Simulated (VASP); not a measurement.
Here is a VASP 6.6.1 calculation.

The input INCAR:

```
  PREC = Accurate
  ENCUT = 520
  EDIFF = 1E-6
  ISMEAR = -1
  SIGMA = 0.03
  LREAL = F
  LASPH = T
  NELM = 100
  ALGO = Normal
  ISIF = 2
  LWAVE = F
  LCHARG = F
  GGA = PE
  NBANDS = 35
```

The input KPOINTS:

```
regular mesh
0
Gamma
  10 10 3
```

File POSCAR:

```
MoS2
1.0
    3.2558316496      0.0000000000      0.0000000000
   -1.6279158248      2.8196329190      0.0000000000
    0.0000000000      0.0000000000     12.2950000000
Mo S
2 4
Direct
    0.3333333333      0.6666666667      0.2500000000
    0.6666666667      0.3333333333      0.7500000000
    0.3333333333      0.6666666667      0.6275000000
    0.6666666667      0.3333333333      0.1275000000
    0.3333333333      0.6666666667      0.8725000000
    0.6666666667      0.3333333333      0.3725000000
```

Potentials or basis: VASP PAW PBE potentials, release 64 (Mo_sv, S).

Run with:

```bash
$ cat potpaw_PBE.64/Mo_sv/POTCAR potpaw_PBE.64/S/POTCAR > POTCAR
$ mpirun -np 1 vasp_std > vasp.out
```

**Question.** Predict the pressure.

**Answer.** -0.1 GPa.

**Question.** What does it give for the band gap on the k mesh?

**Answer.** 0.53 eV (least direct gap 1.63 eV).

**Question.** Estimate the largest force.

**Answer.** 0.546 eV/Å.

Stress tensor (GPa, compression positive):
```
-3.46  0.00  0.00
 0.00 -3.46  0.00
 0.00  0.00  6.61
```

Caveat: the cell differs from its parent crystal (equal xx and yy strain of +3 %); an odd mesh through Γ misses points on the zone boundary, where band edges can lie; this functional lacks dispersion, which binds the layers, so the pressure and a relaxed spacing across them are unreliable.
